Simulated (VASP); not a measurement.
**ZrB: single point with PBE**

ZrB:

```xyz
2
Lattice="0.0000 2.5081 2.5081 2.5081 0.0000 2.5081 2.5081 2.5081 0.0000" Properties=species:S:1:pos:R:3 pbc="T T T"
Zr    2.5081    2.5081    2.5081
B     0.0000    0.0000    0.0000
```

```json
{
  "Program": "VASP 6.6.1",
  "Task": "single point",
  "Functional": "PBE",
  "Potentials or basis": "VASP PAW PBE potentials, release 64 (Zr_sv, B)",
  "Cutoff": "520 eV",
  "k mesh": "12 × 12 × 12",
  "Occupations": "gaussian, width 0.05 eV",
  "Spin": "no spin polarisation"
}
```

```
Pressure               : -9.4 GPa
Band gap on the k mesh : zero (an odd number of electrons rules out a gap without spin polarisation)
```

Levels at points of the mesh, in eV from the Fermi level:
```csv
k point,band 4,band 5,band 6,band 7,band 8,band 9,band 10,band 11,band 12,band 13
"(0.00, 0.00, 0.00)",-25.63,-7.87,1.67,1.67,1.67,2.92,2.92,3.28,3.28,3.28
"(0.50, 0.00, 0.00)",-25.67,-4.33,-3.63,-1.06,-1.06,4.44,4.44,5.59,7.19,10.48
"(0.50, 0.50, 0.00)",-25.77,-5.94,-0.91,-0.64,1.88,1.88,4.19,5.26,5.26,7.80
```

Run time: 49 s on 1 thread of Intel Xeon 8259CL, on a shared host, peak memory 0.18 GiB.

Caveat: the cell stands under tension.
